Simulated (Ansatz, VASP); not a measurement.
# Re: VASP beside Ansatz

The input INCAR:

```
PREC = Accurate
ENCUT = 520
EDIFF = 1E-6
ISMEAR = -1
SIGMA = 0.03
LREAL = False
LASPH = True
NELM = 60
ALGO = Normal
ISIF = 2
LWAVE = False
LCHARG = False
GGA = PE
NBANDS = 10
```

File KPOINTS:

```
Automatic mesh
0
Gamma
  14 14 14
```

POSCAR

```
Re
1.0
   -0.0592500000      1.9453750000      1.9453750000
    1.9453750000     -0.0592500000      1.9453750000
    1.9453750000      1.9453750000     -0.0592500000
Re
1
Direct
    0.0000000000      0.0000000000      0.0000000000
```

Input for Ansatz:

```yaml
crystal:
  lattice:
    - [-0.05925, 1.945375, 1.945375]
    - [1.945375, -0.05925, 1.945375]
    - [1.945375, 1.945375, -0.05925]
  atoms:
    - { symbol: Re, position: [0.0, 0.0, 0.0] }
kpoints:
  mp_grid: { grid: [14, 14, 14] }
  band_path:
    path:
      - [0.0, 0.0, 0.0]
      - [0.5, 0.5, 0.5]
      - [0.2579113083, 0.5, 0.7420886917]
      - [-0.2579113083, 0.2579113083, 0.5]
      - [0.0, 0.0, 0.5]
      - [0.0, 0.0, 0.0]
      - [-0.3789556542, 0.0, 0.3789556542]
      - [0.0, 0.3789556542, 0.6210443458]
      - [0.0, 0.5, 0.5]
    npoints: 5
scf:
  occupations: { method: fermi_dirac, width: 0.03 }
hamiltonian:
  xc: pbe
  pseudopotentials: { kind: all_electron, lapw: { basis_error: 0.001 } }
output:
  forces: true
  stress: true
  eigenvalues: true
```

Change from the starting cell: equal xy, yz and zx shear strains of -3 %.

Alike in both runs: task single point; functional PBE; k mesh 14 × 14 × 14; occupations fermi-dirac, width 0.03 eV; no spin polarisation.

|  | VASP | Ansatz |
| --- | --- | --- |
| version | VASP 6.6.1 | Ansatz 0.2.0 |
| potentials or method | VASP PAW PBE potentials, release 64 (Re), cutoff 520 eV | all-electron LAPW, scalar-relativistic |

Ansatz gave:

```
pressure (GPa)                                                : -8.1
traceless stress, the component that is largest in VASP (GPa) : 5.34
```

Which values does VASP return?

Pressure (GPa): -8.9; traceless stress, the component that is largest in VASP (GPa): 5.25.

Ansatz ran all-electron here, and VASP with PAW potentials.

Spin-orbit coupling is off throughout.
